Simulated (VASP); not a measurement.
# C (Fd-3m) in VASP: a series of runs, part 2 of 2

VASP 6.6.1.

## (4) Relaxation of cell and atoms, PBEsol, target pressure 5 GPa, at which the enthalpy is minimised

The input, INCAR:

```
PREC = Accurate ; ENCUT = 600
EDIFF = 1E-6 ; ISMEAR = -1
SIGMA = 0.05 ; LREAL = False
LASPH = True ; NELM = 60
ALGO = Normal ; ISIF = 3
LWAVE = False ; LCHARG = False
GGA = PS ; IBRION = 2
NSW = 60 ; EDIFFG = -0.01
PSTRESS = 50.0
```

The input, KPOINTS:

```
Automatic mesh
0
Gamma
  13 13 13
```

The input, POSCAR:

```
C
1.0
    0.0000000000      1.7833700000      1.7833700000
    1.7833700000      0.0000000000      1.7833700000
    1.7833700000      1.7833700000      0.0000000000
C
2
Direct
    0.7500000000      0.7500000000      0.7500000000
    0.5000000000      0.5000000000      0.5000000000
```

Potentials or basis: VASP PAW PBE potentials, release 64 (C).

Command:

```bash
cat potpaw_PBE.64/C/POTCAR > POTCAR
mpirun -np 1 vasp_std > vasp.out
```

OUTCAR:

```text
PREC = Accurate
   ENCUT = 600
   EDIFF = 1E-6
   ISMEAR = -1
   LREAL = False
   LASPH = True
   NELM = 60
   ISIF = 3
   GGA = PS
   IBRION = 2
   NSW = 60
   EDIFFG = -0.01
   PSTRESS = 50.0

 ion  position               nearest neighbor table
   1  0.750  0.750  0.750-   2 1.54   2 1.54   2 1.54   2 1.54
   2  0.500  0.500  0.500-   1 1.54   1 1.54   1 1.54   1 1.54

  LATTYP: Found a face centered cubic cell.
 ALAT       =     3.5667400000

  Lattice vectors:

 A1 = (   0.0000000000,   1.7833700000,   1.7833700000)
 A2 = (   1.7833700000,   0.0000000000,   1.7833700000)
 A3 = (   1.7833700000,   1.7833700000,   0.0000000000)

Analysis of symmetry for initial positions (statically):
=====================================================================
 Subroutine PRICEL returns:
 Original cell was already a primitive cell.

 Routine SETGRP: Setting up the symmetry group for a
 face centered cubic supercell.

 Subroutine GETGRP returns: Found 48 space group operations
 (whereof 24 operations were pure point group operations)
 out of a pool of 48 trial point group operations.

The static configuration has the point symmetry T_d .
 The point group associated with its full space group is O_h .

Analysis of symmetry for dynamics (positions and initial velocities):
=====================================================================
 Subroutine PRICEL returns:
 Original cell was already a primitive cell.

 Routine SETGRP: Setting up the symmetry group for a
 face centered cubic supercell.

 Subroutine GETGRP returns: Found 48 space group operations
 (whereof 24 operations were pure point group operations)
 out of a pool of 48 trial point group operations.

The dynamic configuration has the point symmetry T_d .
 The point group associated with its full space group is O_h .

 Subroutine INISYM returns: Found 48 space group operations
 (whereof 24 operations are pure point group operations),
 and found     1 'primitive' translations
[... 119 lines left out ...]
   LORBIT       =      0    0 simple, 1 ext, 2 COOP (PROOUT), +10 PAW based schemes
   GGA     = PS    functional components
   LHFCALC =     F    Hartree Fock is set to
   AEXX    =    0.0000 exact exchange contribution
   IVDW    =     0    specifies the selected vdW correction
   LEPSILON=     F    determine dielectric tensor
   LRPA    =     F    only Hartree local field effects (RPA)
 conjugate gradient relaxation of ions
 non-spin polarized calculation
  energy-cutoff  :      600.00
  volume of cell :       11.34
 maximum number of plane-waves:       388
   NGX =  9   NGY =  9   NGZ =  9

--------------------------------------- Ionic step        1  -------------------------------------------

 number of electron       7.9999999 magnetization

 Free energy of the ion-electron system (eV)
  ---------------------------------------------------
  ext. energy  EPLUGINS =         0.00000000
  ---------------------------------------------------
  free energy    TOTEN  =       -19.25323146 eV

  energy without entropy =      -19.25323146  energy(sigma->0) =      -19.25323146

------------------------ aborting loop because EDIFF is reached ----------------------------------------

  FORCE on cell =-STRESS in cart. coord.  units (eV):
  Direction    XX          YY          ZZ          XY          YZ          ZX
  --------------------------------------------------------------------------------------
  -------------------------------------------------------------------------------------
  Total       -0.3118501     -0.3118501     -0.3118501     -0.0000000     -0.0000000      0.0000000
  in kB      -44.0455620    -44.0455620    -44.0455620     -0.0000000     -0.0000000      0.0000000
  external PRESSURE =     -94.0455620 kB  Pullay stress =      50.0000000 kB
[... 63 lines left out ...]
--------------------------------------- Ionic step        3  -------------------------------------------

 number of electron       7.9999999 magnetization

 Free energy of the ion-electron system (eV)
  ---------------------------------------------------
  ext. energy  EPLUGINS =         0.00000000
  ---------------------------------------------------
  free energy    TOTEN  =       -19.25295636 eV

  energy without entropy =      -19.25295636  energy(sigma->0) =      -19.25295636

 E-fermi :  11.0020     XC(G=0): -13.5355

 val. band max:       10.0104762689   @ k =   0.0000   0.0000   0.0000
 cond. band min:      14.0685849703   @ k =   0.3846   0.3846   0.0000
 fundamental gap:      4.0581087015
 Fermi energy:        11.0019870188

 k-point     1 :       0.0000    0.0000    0.0000
  band No.  band energies     occupation
      1     -11.7918      2.00000
      2      10.0105      2.00000
      3      10.0105      2.00000
      4      10.0105      2.00000
      5      15.6071      0.00000
      6      15.6071      0.00000
      7      15.6071      0.00000
      8      23.8547      0.00000
[... 243 lines left out ...]
 k-point    24 :       0.4615    0.1538    0.0000
  band No.  band energies     occupation
      1      -6.6736      2.00000
      2      -1.4503      2.00000
      3       5.4946      2.00000
      4       6.0048      2.00000
      5      17.0661      0.00000
      6      20.6802      0.00000
      7      21.1436      0.00000
      8      23.9932      0.00000

 [... further k-points ...]
[... 5 lines left out ...]
  --------------------------------------------------------------------------------------
  -------------------------------------------------------------------------------------
  Total        0.3426750      0.3426750      0.3426750     -0.0000000      0.0000000     -0.0000000
  in kB       49.4147399     49.4147399     49.4147399     -0.0000000      0.0000000     -0.0000000
  external PRESSURE =      -0.5852601 kB  Pullay stress =      50.0000000 kB
[... 21 lines left out ...]
  energy  without entropy=      -19.2529563608  energy(sigma->0) =      -19.25295636

  enthalpy is  TOTEN    =       -18.9062227302 eV   P V=        0.3467336306

 reached required accuracy - stopping structural energy minimisation
```

CONTCAR:

```text
C
   1.00000000000000
     0.0000000000000000    1.7710691429240544    1.7710691429240544
     1.7710691429240544   -0.0000000000000000    1.7710691429240544
     1.7710691429240544    1.7710691429240544   -0.0000000000000000
  C
     2
Direct
     0.7500000000000000    0.7500000000000000    0.7500000000000000
     0.5000000000000000    0.5000000000000000    0.5000000000000000

  0.00000000E+00  0.00000000E+00  0.00000000E+00
  0.00000000E+00  0.00000000E+00  0.00000000E+00
```

It took 8.2 s on 1 thread of AMD EPYC 9R45 (Zen 5), shared host; peak memory 0.09 GiB.

Results:

```
Free energy                                            : -19.2530 eV
Relaxed volume                                         : 5.56 Å³/atom
Relaxed cell                                           : a = 2.505 Å, b = 2.505 Å, c = 2.505 Å, α = 60.00°, β = 60.00°, γ = 60.00°
Space group after relaxing (to 0.05 Å)                 : Fd-3m (No. 227)
Energy change on relaxing (the enthalpy is what falls) : +0.1 meV/atom
Ionic steps                                            : 3
Pressure after relaxing                                : 4.9 GPa
Band gap on the k mesh                                 : 4.06 eV, indirect (least direct gap 5.60 eV)
```

Step by step:
```tsv
step	energy change (eV)	largest force (eV/Å)	pressure (GPa)	volume (Å³)
1	0.0000	0.0000	-4.40	11.34
2	0.0224	0.0000	18.61	10.81
3	0.0003	0.0000	4.94	11.11
```

Final structure:
```xyz
2
Lattice="0.0000 1.7711 1.7711 1.7711 0.0000 1.7711 1.7711 1.7711 0.0000" Properties=species:S:1:pos:R:3 pbc="T T T"
C     2.6566    2.6566    2.6566
C     1.7711    1.7711    1.7711
```

Levels at points of the mesh, in eV from the valence-band top:
| k point | band 2 | band 3 | band 4 | band 5 | band 6 | band 7 |
| --- | --- | --- | --- | --- | --- | --- |
| (0.00, 0.00, 0.00) | 0.00 | 0.00 | 0.00 | 5.60 | 5.60 | 5.60 |

Caveat: the cell is relaxed towards a set pressure, so the enthalpy falls and the energy may rise; the PAW data sets were made with another functional, which shifts forces and pressure a little.

## (5) The runs side by side

| cell | gap on the mesh (eV) | pressure (GPa) |
| --- | --- | --- |
| relaxed | 4.03 | 0.0 |
| relaxed to 2 GPa | 4.04 | 2.0 |
| relaxed to 5 GPa | 4.06 | 4.9 |

Alike in all rows: task relaxation of cell and atoms; level PBEsol; potentials or basis VASP PAW PBE potentials, release 64 (C); no spin polarisation; k mesh 13 × 13 × 13; cutoff (eV) 600; smearing fermi-dirac 0.05 eV.

Caveats: the PAW data sets were made with another functional, which shifts forces and pressure a little; the cell is relaxed towards a set pressure, so the enthalpy falls and the energy may rise (some runs).

Absolute energies hang on the potentials; compare differences alone.

## (6) Comparison with measurements

Step 2. The cell as given is a measured one (5.67 Å³/atom); PBEsol puts the equilibrium volume -1.0 % from it, thermal expansion not counted.
